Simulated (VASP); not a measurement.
# Rh (Im-3m) in VASP: single point with LDA

Aim: the single point of Rh with LDA.

Everything below comes from runs of VASP 6.6.1. Logs are shortened: lines on timing, memory, paths and dates and some standing lists are left out, and cuts for length are marked.

## 1. The cell of the first run

It takes space group Im-3m (No. 229, cubic). The conventional cell has a = 2.990 Å, b = 2.990 Å, c = 2.990 Å, α = 90.00°, β = 90.00°, γ = 90.00°. Within 3.4 Å of Rh (site symmetry m-3m) lie 14 Rh at 2.59 to 2.99 Å.

This isn't the form of Rh at room conditions, which is fcc.

## 2. Single point, LDA

Input file INCAR:

```
SYSTEM = Rh
PREC = Accurate
ENCUT = 620
EDIFF = 1E-6
ISMEAR = 0
SIGMA = 0.1
LREAL = .FALSE.
LASPH = .TRUE.
NELM = 120
ALGO = Normal
ISIF = 2
LWAVE = .FALSE.
LCHARG = .FALSE.
GGA = CA
NBANDS = 14
GGA_COMPAT = .FALSE.
```

Input file KPOINTS:

```
regular mesh
0
G
  12 12 12
  0 0 0
```

Input file POSCAR:

```
Rh
1.0
   -1.4950807265      1.4950807265      1.4950807265
    1.4950807265     -1.4950807265      1.4950807265
    1.4950807265      1.4950807265     -1.4950807265
Rh
1
Direct
    0.0000000000      0.0000000000      0.0000000000
```

Potentials or basis: VASP PAW LDA potentials, release 64 (Rh_sv_GW).

The run is started by

```console
> cat potpaw_LDA.64/Rh_sv_GW/POTCAR > POTCAR
> mpirun -np 1 vasp_std > vasp.out
```

OUTCAR:

```text
SYSTEM = Rh
   PREC = Accurate
   ENCUT = 620
   EDIFF = 1E-6
   ISMEAR = 0
   LREAL = .FALSE.
   LASPH = .TRUE.
   NELM = 120
   ISIF = 2
   GGA = CA

 ion  position               nearest neighbor table
   1  0.000  0.000  0.000-

  LATTYP: Found a body centered cubic cell.
 ALAT       =     2.9901614530

  Lattice vectors:

 A1 = (  -1.4950807265,   1.4950807265,   1.4950807265)
 A2 = (   1.4950807265,  -1.4950807265,   1.4950807265)
 A3 = (   1.4950807265,   1.4950807265,  -1.4950807265)

Analysis of symmetry for initial positions (statically):
=====================================================================
 Subroutine PRICEL returns:
 Original cell was already a primitive cell.

 Routine SETGRP: Setting up the symmetry group for a
 body centered cubic supercell.

 Subroutine GETGRP returns: Found 48 space group operations
 (whereof 48 operations were pure point group operations)
 out of a pool of 48 trial point group operations.

The static configuration has the point symmetry O_h .

Analysis of symmetry for dynamics (positions and initial velocities):
=====================================================================
 Subroutine PRICEL returns:
 Original cell was already a primitive cell.

 Routine SETGRP: Setting up the symmetry group for a
 body centered cubic supercell.

 Subroutine GETGRP returns: Found 48 space group operations
 (whereof 48 operations were pure point group operations)
 out of a pool of 48 trial point group operations.

The dynamic configuration has the point symmetry O_h .

 Subroutine INISYM returns: Found 48 space group operations
 (whereof 48 operations are pure point group operations),
 and found     1 'primitive' translations

----------------------------------------------------------------------------------------

                                     Primitive cell

  volume of cell :      13.3676

  direct lattice vectors                    reciprocal lattice vectors
    -1.495080726  1.495080726  1.495080726     0.000000000  0.334430102  0.334430102
     1.495080726 -1.495080726  1.495080726     0.334430102  0.000000000  0.334430102
     1.495080726  1.495080726 -1.495080726     0.334430102  0.334430102  0.000000000

  length of vectors
     2.589555780  2.589555780  2.589555780     0.472955586  0.472955586  0.472955586

  position of ions in fractional coordinates (direct lattice)
     0.000000000  0.000000000  0.000000000

  ion indices of the primitive-cell ions
   primitive index   ion index
                 1           1

----------------------------------------------------------------------------------------

 KPOINTS: regular mesh

Automatic generation of k-mesh.
 Grid dimensions read from file:
 generate k-points for:   12   12   12

 Generating k-lattice:

  Cartesian coordinates                     Fractional coordinates (reciprocal lattice)
     0.000000000  0.027869175  0.027869175     0.083333333  0.000000000  0.000000000
     0.027869175  0.000000000  0.027869175     0.000000000  0.083333333  0.000000000
     0.027869175  0.027869175  0.000000000     0.000000000  0.000000000  0.083333333

  Length of vectors
     0.039412966  0.039412966  0.039412966

  Shift w.r.t. Gamma in fractional coordinates (k-lattice)
     0.000000000  0.000000000  0.000000000

 Subroutine IBZKPT returns following result:
 ===========================================

 Found     72 irreducible k-points:

 Following reciprocal coordinates:
            Coordinates               Weight
  0.000000  0.000000  0.000000      1.000000
  0.083333  0.000000  0.000000     12.000000
  0.166667  0.000000  0.000000     12.000000
  0.250000  0.000000  0.000000     12.000000
  0.333333  0.000000  0.000000     12.000000
  0.416667  0.000000  0.000000     12.000000
[... 16 lines left out ...]
  0.333333  0.083333  0.083333     24.000000
  0.416667  0.083333  0.083333     12.000000
 [... further k-points ...]
   k-points           NKPTS =     72   k-points in BZ     NKDIM =     72   number of bands    NBANDS=     14
   number of dos      NEDOS =    301   number of ions     NIONS =      1
   total plane-waves  NPLWV =  13824
   dimension x,y,z NGX =    24 NGY =   24 NGZ =   24
   dimension x,y,z NGXF=    48 NGYF=   48 NGZF=   48
   ions per type =               1
   NGX,Y,Z   is equivalent  to a cutoff of  15.41, 15.41, 15.41 a.u.
   NGXF,Y,Z  is equivalent  to a cutoff of  30.82, 30.82, 30.82 a.u.
 SYSTEM =  Rh
   PREC   = accura    normal or accurate (medium, high low for compatibility)
   ISTART =      0    job   : 0-new  1-cont  2-samecut
   ICHARG =      2    charge: 1-file 2-atom 10-const
   ISPIN  =      1    spin polarized calculation?
   LNONCOLLINEAR =      F non collinear calculations
   LSORBIT =      F    spin-orbit coupling
   LASPH  =      T    aspherical Exc in radial PAW
   ENCUT  =  620.0 eV  45.57 Ry    6.75 a.u.   5.26  5.26  5.26*2*pi/ulx,y,z
   NELM   =    120;   NELMIN=  2; NELMDL= -5     # of ELM steps
   EDIFF  = 0.1E-05   stopping-criterion for ELM
   LREAL  =      F    real-space projection
[... 7 lines left out ...]
   TEBEG  =    0.0;   TEEND  =   0.0 temperature during run
   PSTRESS=    0.0 pullay stress
   NELECT =      17.0000    total number of electrons
   NUPDOWN=      -1.0000    fix difference up-down
   EMIN   =  10.00;   EMAX   =-10.00  energy-range for DOS
   EFERMI =   0.00;   METHOD = LEGACY
   ISMEAR =     0;   SIGMA  =   0.10  broadening in eV -4-tet -1-fermi 0-gaus
   EFERMI_NEDOS =   21; number of points for ismear=-14 and -15
   IALGO  =     38    algorithm
   IMIX   =      4    mixing-type and parameters
     AMIX     =   0.40;   BMIX     =  1.00
     AMIX_MAG =   1.60;   BMIX_MAG =  1.00
  volume/ion in A,a.u.               =      13.37        90.21
  Fermi-wavevector in a.u.,A,eV,Ry     =   1.773671  3.351753 42.802708  3.145910
  Thomas-Fermi vector in A             =   2.839818
   LORBIT       =      0    0 simple, 1 ext, 2 COOP (PROOUT), +10 PAW based schemes
   GGA     = CA    functional components
   LHFCALC =     F    Hartree Fock is set to
   AEXX    =    0.0000 exact exchange contribution
   IVDW    =     0    specifies the selected vdW correction
   LEPSILON=     F    determine dielectric tensor
   LRPA    =     F    only Hartree local field effects (RPA)
 non-spin polarized calculation
 Gauss-broadening in eV      SIGMA  =   0.10
  energy-cutoff  :      620.00
  volume of cell :       13.37
 maximum number of plane-waves:       484
 NGX is ok and might be reduce to    24
   NGX = 11   NGY = 11   NGZ = 11

 number of electron      16.9999997 magnetization

 Free energy of the ion-electron system (eV)
  ---------------------------------------------------
  ext. energy  EPLUGINS =         0.00000000
  ---------------------------------------------------
  free energy    TOTEN  =        -7.42411990 eV

  energy without entropy =       -7.41173803  energy(sigma->0) =       -7.41792897

 E-fermi :  10.9246     XC(G=0): -14.5886

 val. band max:       10.9081484494   @ k =   0.2500   0.1667   0.0000
 cond. band min:      10.9422587923   @ k =   0.3333   0.0833   0.0000
 fundamental gap:      0.0341103428
 Fermi energy:        10.9245738853

 k-point     1 :       0.0000    0.0000    0.0000
  band No.  band energies     occupation
      1     -67.2797      2.00000
      2     -34.9379      2.00000
      3     -34.9379      2.00000
      4     -34.9379      2.00000
      5       2.8572      2.00000
      6       7.7677      2.00000
      7       7.7677      2.00000
      8       7.7677      2.00000
      9      10.4306      2.00000
     10      10.4306      2.00000
     11      29.1240      0.00000
     12      29.1240      0.00000
     13      29.1240      0.00000
     14      40.0492      0.00000

 k-point     2 :       0.0833    0.0000    0.0000
  band No.  band energies     occupation
      1     -67.2702      2.00000
      2     -34.9963      2.00000
      3     -34.9570      2.00000
      4     -34.9379      2.00000
      5       3.1583      2.00000
      6       7.6409      2.00000
      7       7.7635      2.00000
      8       8.0169      2.00000
      9      10.2743      2.00000
     10      10.4391      2.00000
     11      29.2509      0.00000
     12      29.3212      0.00000
     13      29.5672      0.00000
     14      37.9120      0.00000

 k-point     3 :       0.1667    0.0000    0.0000
  band No.  band energies     occupation
      1     -67.2442      2.00000
      2     -35.1543      2.00000
      3     -35.0092      2.00000
      4     -34.9382      2.00000
      5       3.9581      2.00000
      6       7.3099      2.00000
      7       7.7463      2.00000
      8       8.7353      2.00000
      9      10.0146      2.00000
     10      10.4743      2.00000
     11      29.2202      0.00000
     12      29.2385      0.00000
     13      30.8196      0.00000
     14      36.1603      0.00000

 k-point     4 :       0.2500    0.0000    0.0000
  band No.  band energies     occupation
      1     -67.2085      2.00000
      2     -35.3663      2.00000
      3     -35.0797      2.00000
      4     -34.9385      2.00000
      5       4.7937      2.00000
      6       6.8892      2.00000
      7       8.0137      2.00000
      8       9.8272      2.00000
      9       9.9782      2.00000
     10      10.5516      2.00000
     11      27.5915      0.00000
     12      28.2778      0.00000
     13      32.6670      0.00000
     14      35.7813      0.00000

 k-point     5 :       0.3333    0.0000    0.0000
  band No.  band energies     occupation
      1     -67.1726      2.00000
      2     -35.5744      2.00000
      3     -35.1495      2.00000
      4     -34.9388      2.00000
      5       4.9666      2.00000
      6       6.4990      2.00000
      7       9.2350      2.00000
      8      10.1975      2.00000
      9      10.6653      1.99975
     10      11.0985      0.01388
     11      24.7799      0.00000
     12      26.8811      0.00000
     13      32.6898      0.00000
     14      34.7662      0.00000

 k-point     6 :       0.4167    0.0000    0.0000
  band No.  band energies     occupation
      1     -67.1462      2.00000
      2     -35.7243      2.00000
      3     -35.2002      2.00000
      4     -34.9391      2.00000
      5       4.7660      2.00000
      6       6.2298      2.00000
      7      10.2404      2.00000
      8      10.7745      1.96618
      9      11.2185      0.00003
     10      12.2034      0.00000
     11      22.0352      0.00000
     12      25.8138      0.00000
     13      30.4566      0.00000
     14      36.5794      0.00000

 k-point     7 :       0.5000    0.0000    0.0000
  band No.  band energies     occupation
      1     -67.1365      2.00000
      2     -35.7786      2.00000
      3     -35.2187      2.00000
      4     -34.9392      2.00000
      5       4.6593      2.00000
      6       6.1345      2.00000
      7      10.3655      2.00000
      8      10.8205      1.85883
      9      12.1729      0.00000
     10      12.6619      0.00000
     11      20.7374      0.00000
     12      25.4256      0.00000
     13      29.6154      0.00000
     14      36.6901      0.00000
[... 205 lines left out ...]
 k-point    20 :       0.0833    0.0833    0.0833
  band No.  band energies     occupation
      1     -67.2294      2.00000
      2     -35.2595      2.00000
      3     -34.9809      2.00000
      4     -34.9809      2.00000
      5       4.4583      2.00000
      6       7.2176      2.00000
      7       7.2176      2.00000
      8       9.5893      2.00000
      9      10.2627      2.00000
     10      10.2627      2.00000
     11      29.1682      0.00000
     12      29.1682      0.00000
     13      30.4700      0.00000
     14      34.6248      0.00000

 k-point    21 :       0.1667    0.0833    0.0833
  band No.  band energies     occupation
      1     -67.1978      2.00000
      2     -35.4299      2.00000
      3     -35.0577      2.00000
      4     -34.9854      2.00000
      5       5.3457      2.00000
      6       6.7958      2.00000
      7       7.1453      2.00000
      8      10.1750      2.00000
      9      10.4889      2.00000
     10      11.0076      0.24007
     11      27.5923      0.00000
     12      28.0824      0.00000
     13      31.4234      0.00000
     14      31.8079      0.00000

 k-point    22 :       0.2500    0.0833    0.0833
  band No.  band energies     occupation
      1     -67.1660      2.00000
      2     -35.5815      2.00000
      3     -35.1508      2.00000
      4     -34.9898      2.00000
      5       5.5101      2.00000
      6       6.4462      2.00000
      7       8.0333      2.00000
      8      10.2757      2.00000
      9      10.6705      1.99967
     10      12.6949      0.00000
     11      24.7861      0.00000
     12      26.7426      0.00000
     13      29.4028      0.00000
     14      33.7230      0.00000

 k-point    23 :       0.3333    0.0833    0.0833
  band No.  band energies     occupation
      1     -67.1426      2.00000
      2     -35.6850      2.00000
      3     -35.2250      2.00000
      4     -34.9931      2.00000
      5       5.2670      2.00000
      6       6.2204      2.00000
      7       9.3404      2.00000
      8      10.4262      2.00000
      9      10.7944      1.93447
     10      14.3956      0.00000
     11      21.9318      0.00000
     12      25.7563      0.00000
     13      28.0773      0.00000
     14      35.6564      0.00000

 k-point    24 :       0.4167    0.0833    0.0833
  band No.  band energies     occupation
      1     -67.1341      2.00000
      2     -35.7215      2.00000
      3     -35.2531      2.00000
      4     -34.9943      2.00000
      5       5.1519      2.00000
      6       6.1427      2.00000
      7       9.9584      2.00000
      8      10.4851      2.00000
      9      10.8398      1.76964
     10      15.3317      0.00000
     11      20.5223      0.00000
     12      25.3999      0.00000
     13      27.5526      0.00000
     14      36.5669      0.00000

 [... further k-points ...]
[... 5 lines left out ...]
  --------------------------------------------------------------------------------------
  -------------------------------------------------------------------------------------
  Total        0.4483610      0.4483610      0.4483610     -0.0000000      0.0000000      0.0000000
  in kB       53.7383751     53.7383751     53.7383751     -0.0000000      0.0000000      0.0000000
  external PRESSURE =      53.7383751 kB  Pullay stress =       0.0000000 kB

 VOLUME and BASIS-vectors are now :
 -----------------------------------------------------------------------------
  energy-cutoff  :      620.00
  volume of cell :       13.37
      direct lattice vectors                 reciprocal lattice vectors
    -1.495080726  1.495080726  1.495080726     0.000000000  0.334430102  0.334430102
     1.495080726 -1.495080726  1.495080726     0.334430102  0.000000000  0.334430102
     1.495080726  1.495080726 -1.495080726     0.334430102  0.334430102  0.000000000

 POSITION                                       TOTAL-FORCE (eV/Angst)
 -----------------------------------------------------------------------------------
      0.00000      0.00000      0.00000         0.000000      0.000000      0.000000
 -----------------------------------------------------------------------------------
    total drift:                                0.000000     -0.000000     -0.000000

  FREE ENERGIE OF THE ION-ELECTRON SYSTEM (eV)
  ---------------------------------------------------
  free  energy   TOTEN  =        -7.4241199030 eV

  energy  without entropy=       -7.4117380330  energy(sigma->0) =       -7.41792897
```

Run time: 13 s. Hardware: 1 thread of AMD EPYC 7R13 (Zen 3), shared host; peak memory 0.12 GiB.

What came out:

```
Free energy            : -7.4241 eV
Pressure               : 5.4 GPa
Band gap on the k mesh : zero (an odd number of electrons rules out a gap without spin polarisation)
```

Levels at points of the mesh, in eV from the Fermi level:
```
           k point  band 6  band 7  band 8  band 9  band 10  band 11  band 12  band 13
(0.00, 0.00, 0.00)   -3.16   -3.16   -3.16   -0.49    -0.49    18.20    18.20    18.20
(0.50, 0.00, 0.00)   -4.79   -0.56   -0.10    1.25     1.74     9.81    14.50    18.69
(0.50, 0.50, 0.50)   -6.29    1.18    1.18    1.18     9.58     9.58     9.58    19.86
```

Caveat: the cell stands under pressure.

The gap in the log of VASP goes by the Fermi energy; the results here count the filled bands.